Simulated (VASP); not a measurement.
# BaNd (Fm-3m) in VASP: further runs

Runs on BaNd. Level: PBE. Tasks: relaxation of cell and atoms, single point.

Everything below comes from runs of VASP 6.6.1. Logs are shortened: lines on timing, memory, paths and dates and some standing lists are left out, and cuts for length are marked.

### Step 1. The cell of the first run

It takes space group Fm-3m (No. 225, cubic). The conventional cell has a = 6.564 Å, b = 6.564 Å, c = 6.564 Å, α = 90.00°, β = 90.00°, γ = 90.00°. Within 4.3 Å of Ba (site symmetry m-3m) lie 6 Nd at 3.28 Å. Nd (site symmetry m-3m) has 6 Ba at 3.28 Å within 4.3 Å.

The cell was generated, and may not be a known phase.

### Step 2. Relaxation of cell and atoms, PBE

Contents of INCAR:

```
PREC = Accurate
ENCUT = 500
EDIFF = 1E-7
ISMEAR = 0
SIGMA = 0.1
LREAL = F
LASPH = T
NELM = 200
ALGO = Normal
ISIF = 3
LWAVE = F
LCHARG = F
GGA = PE
IBRION = 2
NSW = 90
EDIFFG = -0.04
GGA_COMPAT = F
NELMIN = 4
LMAXMIX = 6
```

Contents of KPOINTS:

```
regular mesh
0
Gamma
  4 4 4
```

Contents of POSCAR:

```
BaNd
1.0
    0.0000000000      3.2822270700      3.2822270700
    3.2822270700      0.0000000000      3.2822270700
    3.2822270700      3.2822270700      0.0000000000
Ba Nd
1 1
Direct
    0.5000000000      0.5000000000      0.5000000000
    0.0000000000      0.0000000000      0.0000000000
```

Potentials or basis: VASP PAW PBE potentials, release 64 (Ba_sv, Nd_3), 4f in core.

Started as:

```console
> cat potpaw_PBE.64/Ba_sv/POTCAR potpaw_PBE.64/Nd_3/POTCAR > POTCAR
> mpirun -np 1 vasp_std > vasp.out
```

OUTCAR:

```text
PREC = Accurate
   ENCUT = 500
   EDIFF = 1E-7
   ISMEAR = 0
   LREAL = F
   LASPH = T
   NELM = 200
   ISIF = 3
   GGA = PE
   IBRION = 2
   NSW = 90
   EDIFFG = -0.04
   NELMIN = 4

 ion  position               nearest neighbor table
   1  0.500  0.500  0.500-   2 3.28   2 3.28   2 3.28   2 3.28   2 3.28   2 3.28
   2  0.000  0.000  0.000-   1 3.28   1 3.28   1 3.28   1 3.28   1 3.28   1 3.28

  LATTYP: Found a face centered cubic cell.
 ALAT       =     6.5644541400

  Lattice vectors:

 A1 = (   0.0000000000,   3.2822270700,   3.2822270700)
 A2 = (   3.2822270700,   0.0000000000,   3.2822270700)
 A3 = (   3.2822270700,   3.2822270700,   0.0000000000)

Analysis of symmetry for initial positions (statically):
=====================================================================
 Subroutine PRICEL returns:
 Original cell was already a primitive cell.

 Routine SETGRP: Setting up the symmetry group for a
 face centered cubic supercell.

 Subroutine GETGRP returns: Found 48 space group operations
 (whereof 48 operations were pure point group operations)
 out of a pool of 48 trial point group operations.

The static configuration has the point symmetry O_h .

Analysis of symmetry for dynamics (positions and initial velocities):
=====================================================================
 Subroutine PRICEL returns:
 Original cell was already a primitive cell.

 Routine SETGRP: Setting up the symmetry group for a
 face centered cubic supercell.

 Subroutine GETGRP returns: Found 48 space group operations
 (whereof 48 operations were pure point group operations)
 out of a pool of 48 trial point group operations.

The dynamic configuration has the point symmetry O_h .

 Subroutine INISYM returns: Found 48 space group operations
 (whereof 48 operations are pure point group operations),
 and found     1 'primitive' translations

----------------------------------------------------------------------------------------

                                     Primitive cell

  volume of cell :      70.7190

  direct lattice vectors                    reciprocal lattice vectors
     0.000000000  3.282227070  3.282227070    -0.152335591  0.152335591  0.152335591
     3.282227070  0.000000000  3.282227070     0.152335591 -0.152335591  0.152335591
     3.282227070  3.282227070  0.000000000     0.152335591  0.152335591 -0.152335591

  length of vectors
     4.641770037  4.641770037  4.641770037     0.263852983  0.263852983  0.263852983

  position of ions in fractional coordinates (direct lattice)
     0.500000000  0.500000000  0.500000000
     0.000000000  0.000000000  0.000000000

  ion indices of the primitive-cell ions
   primitive index   ion index
                 1           1
                 2           2

----------------------------------------------------------------------------------------

 KPOINTS: regular mesh

Automatic generation of k-mesh.
 Grid dimensions read from file:
 generate k-points for:    4    4    4

 Generating k-lattice:

  Cartesian coordinates                     Fractional coordinates (reciprocal lattice)
    -0.038083898  0.038083898  0.038083898     0.250000000  0.000000000  0.000000000
     0.038083898 -0.038083898  0.038083898     0.000000000  0.250000000  0.000000000
     0.038083898  0.038083898 -0.038083898     0.000000000  0.000000000  0.250000000

  Length of vectors
     0.065963246  0.065963246  0.065963246

  Shift w.r.t. Gamma in fractional coordinates (k-lattice)
     0.000000000  0.000000000  0.000000000

 Subroutine IBZKPT returns following result:
 ===========================================

 Found      8 irreducible k-points:

 Following reciprocal coordinates:
            Coordinates               Weight
  0.000000  0.000000  0.000000      1.000000
  0.250000  0.000000  0.000000      8.000000
  0.500000  0.000000  0.000000      4.000000
  0.250000  0.250000  0.000000      6.000000
  0.500000  0.250000  0.000000     24.000000
 -0.250000  0.250000  0.000000     12.000000
  0.500000  0.500000  0.000000      3.000000
 -0.250000  0.500000  0.250000      6.000000
   k-points           NKPTS =      8   k-points in BZ     NKDIM =      8   number of bands    NBANDS=     14
   number of dos      NEDOS =    301   number of ions     NIONS =      2
   total plane-waves  NPLWV =  46656
   dimension x,y,z NGX =    36 NGY =   36 NGZ =   36
   dimension x,y,z NGXF=    72 NGYF=   72 NGZF=   72
   ions per type =               1   1
   NGX,Y,Z   is equivalent  to a cutoff of  12.89, 12.89, 12.89 a.u.
   NGXF,Y,Z  is equivalent  to a cutoff of  25.79, 25.79, 25.79 a.u.
 SYSTEM =  unknown system
   PREC   = accura    normal or accurate (medium, high low for compatibility)
   ISTART =      0    job   : 0-new  1-cont  2-samecut
   ICHARG =      2    charge: 1-file 2-atom 10-const
   ISPIN  =      1    spin polarized calculation?
   LNONCOLLINEAR =      F non collinear calculations
   LSORBIT =      F    spin-orbit coupling
   LASPH  =      T    aspherical Exc in radial PAW
   ENCUT  =  500.0 eV  36.75 Ry    6.06 a.u.   8.46  8.46  8.46*2*pi/ulx,y,z
   NELM   =    200;   NELMIN=  4; NELMDL= -5     # of ELM steps
   EDIFF  = 0.1E-06   stopping-criterion for ELM
   LREAL  =      F    real-space projection
   EDIFFG = -.4E-01   stopping-criterion for IOM
   NSW    =     90    number of steps for IOM
   IBRION =      2    ionic relax: 0-MD 1-quasi-New 2-CG
   NFREE  =      1    steps in history (QN), initial steepest desc. (CG)
   ISIF   =      3    stress and relaxation
   ISYM   =      2    0-nonsym 1-usesym 2-fastsym
   POTIM  = 0.5000    time-step for ionic-motion
   TEBEG  =    0.0;   TEEND  =   0.0 temperature during run
   PSTRESS=    0.0 pullay stress
   NELECT =      21.0000    total number of electrons
   NUPDOWN=      -1.0000    fix difference up-down
   EMIN   =  10.00;   EMAX   =-10.00  energy-range for DOS
   EFERMI =   0.00;   METHOD = LEGACY
   ISMEAR =     0;   SIGMA  =   0.10  broadening in eV -4-tet -1-fermi 0-gaus
   EFERMI_NEDOS =   21; number of points for ismear=-14 and -15
   IALGO  =     38    algorithm
   IMIX   =      4    mixing-type and parameters
     AMIX     =   0.40;   BMIX     =  1.00
     AMIX_MAG =   1.60;   BMIX_MAG =  1.00
  volume/ion in A,a.u.               =      35.36       238.62
  Fermi-wavevector in a.u.,A,eV,Ry     =   1.092201  2.063961 16.230436  1.192903
  Thomas-Fermi vector in A             =   2.228462
   LORBIT       =      0    0 simple, 1 ext, 2 COOP (PROOUT), +10 PAW based schemes
   GGA     = PE    functional components
   LHFCALC =     F    Hartree Fock is set to
   AEXX    =    0.0000 exact exchange contribution
   IVDW    =     0    specifies the selected vdW correction
   LEPSILON=     F    determine dielectric tensor
   LRPA    =     F    only Hartree local field effects (RPA)
 conjugate gradient relaxation of ions
 non-spin polarized calculation
 Gauss-broadening in eV      SIGMA  =   0.10
  energy-cutoff  :      500.00
  volume of cell :       70.72
 maximum number of plane-waves:      1812
 NGX is ok and might be reduce to    36
   NGX = 17   NGY = 17   NGZ = 17

--------------------------------------- Ionic step        1  -------------------------------------------

 number of electron      21.0000000 magnetization

 Free energy of the ion-electron system (eV)
  ---------------------------------------------------
  ext. energy  EPLUGINS =         0.00000000
  ---------------------------------------------------
  free energy    TOTEN  =        -4.75982693 eV

  energy without entropy =       -4.74452809  energy(sigma->0) =       -4.75217751

 E-fermi :   3.5956     XC(G=0):  -9.5560

 val. band max:        3.5674162963   @ k =   0.5000   0.5000   0.0000
 cond. band min:       3.6433137273   @ k =  -0.2500   0.5000   0.2500
 fundamental gap:      0.0758974311
 Fermi energy:         3.5955834280

 k-point     1 :       0.0000    0.0000    0.0000
  band No.  band energies     occupation
      1     -34.8880      2.00000
      2     -24.3304      2.00000
      3     -16.0863      2.00000
      4     -16.0863      2.00000
      5     -16.0863      2.00000
      6      -9.4817      2.00000
      7      -9.4817      2.00000
      8      -9.4817      2.00000
      9       0.7018      2.00000
     10       2.6030      2.00000
     11       2.6030      2.00000
     12       2.6030      2.00000
     13       2.7001      2.00000
     14       2.7001      2.00000

 k-point     2 :       0.2500    0.0000    0.0000
  band No.  band energies     occupation
      1     -34.8830      2.00000
      2     -24.3390      2.00000
      3     -16.0807      2.00000
      4     -16.0807      2.00000
      5     -16.0781      2.00000
      6      -9.7407      2.00000
      7      -9.6108      2.00000
      8      -9.6108      2.00000
      9       1.8705      2.00000
     10       2.6857      2.00000
[... 198 lines left out ...]
 POSITION                                       TOTAL-FORCE (eV/Angst)
 -----------------------------------------------------------------------------------
      3.58661      3.58661      3.58661         0.000000     -0.000000     -0.000000
      0.00000      0.00000      0.00000         0.000000      0.000000      0.000000
 -----------------------------------------------------------------------------------
    total drift:                                0.000000      0.000000      0.000000

  FREE ENERGIE OF THE ION-ELECTRON SYSTEM (eV)
  ---------------------------------------------------
  free  energy   TOTEN  =        -5.1518791422 eV

  energy  without entropy=       -5.1220755337  energy(sigma->0) =       -5.13697734

--------------------------------------- Ionic step        4  -------------------------------------------

 number of electron      20.9999999 magnetization

 Free energy of the ion-electron system (eV)
  ---------------------------------------------------
  ext. energy  EPLUGINS =         0.00000000
  ---------------------------------------------------
  free energy    TOTEN  =        -5.15405002 eV

  energy without entropy =       -5.12527828  energy(sigma->0) =       -5.13966415

 E-fermi :   2.2853     XC(G=0):  -8.4245

 val. band max:        2.2018476381   @ k =  -0.2500   0.5000   0.2500
 cond. band min:       2.2994011149   @ k =   0.2500   0.0000   0.0000
 fundamental gap:      0.0975534768
 Fermi energy:         2.2852681174

 k-point     1 :       0.0000    0.0000    0.0000
  band No.  band energies     occupation
      1     -36.6667      2.00000
      2     -25.9202      2.00000
      3     -17.7682      2.00000
      4     -17.7682      2.00000
      5     -17.7682      2.00000
      6     -11.1248      2.00000
      7     -11.1248      2.00000
      8     -11.1248      2.00000
      9      -0.7547      2.00000
     10       1.7454      2.00000
     11       1.7454      2.00000
     12       1.7553      2.00000
     13       1.7553      2.00000
     14       1.7553      2.00000

 k-point     2 :       0.2500    0.0000    0.0000
  band No.  band energies     occupation
      1     -36.6659      2.00000
      2     -25.9199      2.00000
      3     -17.7723      2.00000
      4     -17.7678      2.00000
      5     -17.7678      2.00000
      6     -11.2188      2.00000
      7     -11.1627      2.00000
      8     -11.1627      2.00000
      9       0.0931      2.00000
     10       1.7188      2.00000
[... 126 lines left out ...]
 POSITION                                       TOTAL-FORCE (eV/Angst)
 -----------------------------------------------------------------------------------
      3.61401      3.61401      3.61401        -0.000000      0.000000     -0.000000
      3.61401     -0.00000      3.61401         0.000000     -0.000000      0.000000
 -----------------------------------------------------------------------------------
    total drift:                                0.000000      0.000000      0.000000

  FREE ENERGIE OF THE ION-ELECTRON SYSTEM (eV)
  ---------------------------------------------------
  free  energy   TOTEN  =        -5.1540500244 eV

  energy  without entropy=       -5.1252782795  energy(sigma->0) =       -5.13966415

 reached required accuracy - stopping structural energy minimisation
```

Run time: 44 s. Hardware: 1 thread of Intel Xeon Platinum 8488C (Sapphire Rapids), shared host; peak memory 0.21 GiB.

What came out:

| Quantity | Value |
| --- | --- |
| Free energy | -5.1541 eV |
| Relaxed volume | 47.20 Å³/atom |
| Relaxed cell | a = 5.111 Å, b = 5.111 Å, c = 5.111 Å, α = 60.00°, β = 60.00°, γ = 60.00° |
| Space group after relaxing (to 0.1 Å) | Fm-3m (No. 225) |
| Energy gained by relaxing | 197.1 meV/atom |
| Ionic steps | 4 |
| Pressure after relaxing | 0.0 GPa |

The path:
```csv
step,energy change (eV),largest force (eV/Å),pressure (GPa),volume (Å³)
1,0.0000,0.0000,7.05,70.72
2,-0.3730,0.0000,1.08,87.88
3,-0.3921,0.0000,0.33,92.28
4,-0.3942,0.0000,0.00,94.41
```

Final structure:
```yaml
crystal:
  lattice:
    - [0.00000, 3.61401, 3.61401]
    - [3.61401, 0.00000, 3.61401]
    - [3.61401, 3.61401, 0.00000]
  atoms:
    - { symbol: Ba, position: [0.50000, 0.50000, 0.50000] }
    - { symbol: Nd, position: [0.00000, 0.00000, 0.00000] }
```

Levels at points of the mesh, in eV from the Fermi level:
| k point | band 6 | band 7 | band 8 | band 9 | band 10 | band 11 | band 12 | band 13 | band 14 |
| --- | --- | --- | --- | --- | --- | --- | --- | --- | --- |
| (0.00, 0.00, 0.00) | -13.41 | -13.41 | -13.41 | -3.04 | -0.54 | -0.54 | -0.53 | -0.53 | -0.53 |
| (0.50, 0.00, 0.00) | -13.59 | -13.49 | -13.49 | -0.70 | -0.65 | 0.89 | 0.89 | 1.62 | 1.78 |
| (0.50, 0.50, 0.00) | -13.49 | -13.44 | -13.44 | -1.58 | -1.01 | 0.08 | 0.36 | 1.08 | 1.94 |

Caveat: the k points lie up to 0.38 Å⁻¹ apart in the final cell; the volume moved by over 15 % at a fixed basis, so the end points are rough; the highest band is partly filled, so the run has too few bands; spin-orbit coupling is left out, which moves the levels of the heavy elements; the 4f electrons are frozen in the core, so they carry no moment and show no levels.

### Step 3. Single point, PBE

This run uses another cell than the first one, of 45.57 Å³/atom.

Contents of INCAR:

```
SYSTEM = BaNd
PREC     = Accurate       ! precision mode
ENCUT    = 500            ! plane-wave cutoff, eV
EDIFF    = 1E-6           ! SCF threshold, eV
ISMEAR   = 0              ! smearing method
SIGMA    = 0.1            ! smearing width, eV
LREAL    = .False.        ! projectors in reciprocal space
LASPH    = .True.         ! aspherical terms in the spheres
NELM     = 200            ! most SCF steps
ALGO     = Normal         ! electronic algorithm
ISIF     = 2              ! what is computed and relaxed
LWAVE    = .False.        ! write WAVECAR
LCHARG   = .True.         ! write CHGCAR
GGA      = PE             ! functional
LELF     = .True.         ! ELF
LVHAR    = .True.       
NBANDS   = 18             ! bands
GGA_COMPAT= .False.      
LMAXMIX  = 6              ! l up to which the mixer works
```

Contents of KPOINTS:

```
Automatic mesh
0
Gamma
  14 14 14
  0 0 0
```

Contents of POSCAR:

```
BaNd
1.0
    0.0000000000      3.5718026122      3.5718026122
    3.5718026122      0.0000000000      3.5718026122
    3.5718026122      3.5718026122      0.0000000000
Ba Nd
1 1
Direct
    0.5000000000      0.5000000000      0.5000000000
    0.0000000000      0.0000000000      0.0000000000
```

Potentials or basis: VASP PAW PBE potentials, release 64 (Ba_sv, Nd_3), 4f in core.

Started as:

```console
> cat potpaw_PBE.64/Ba_sv/POTCAR potpaw_PBE.64/Nd_3/POTCAR > POTCAR
> mpirun -np 1 vasp_std > vasp.out
```

Run time: 3.3 min. Hardware: 1 thread of Intel Xeon Platinum 8488C (Sapphire Rapids), shared host; peak memory 0.35 GiB.

The run converged. Its results:

| Property | Result |
| --- | --- |
| Free energy | -5.1261 eV |
| Pressure | 0.2 GPa |
| Band gap on the k mesh | zero (an odd number of electrons rules out a gap without spin polarisation) |

Levels at points of the mesh, in eV from the Fermi level:
```csv
k point,band 7,band 8,band 9,band 10,band 11,band 12,band 13,band 14
"(0.00, 0.00, 0.00)",-13.37,-13.37,-3.06,-0.59,-0.59,-0.59,-0.59,-0.59
"(0.50, 0.00, 0.00)",-13.46,-13.46,-0.68,-0.65,0.92,0.92,1.65,1.65
"(0.50, 0.50, 0.00)",-13.40,-13.40,-1.69,-0.99,0.06,0.38,1.15,2.00
```

Caveat: spin-orbit coupling is left out, which moves the levels of the heavy elements; the 4f electrons are frozen in the core, so they carry no moment and show no levels. Spin polarisation is off, so any magnetic state and its effect on volume and gap are missing.

(Part 1 of 2 ends here.)
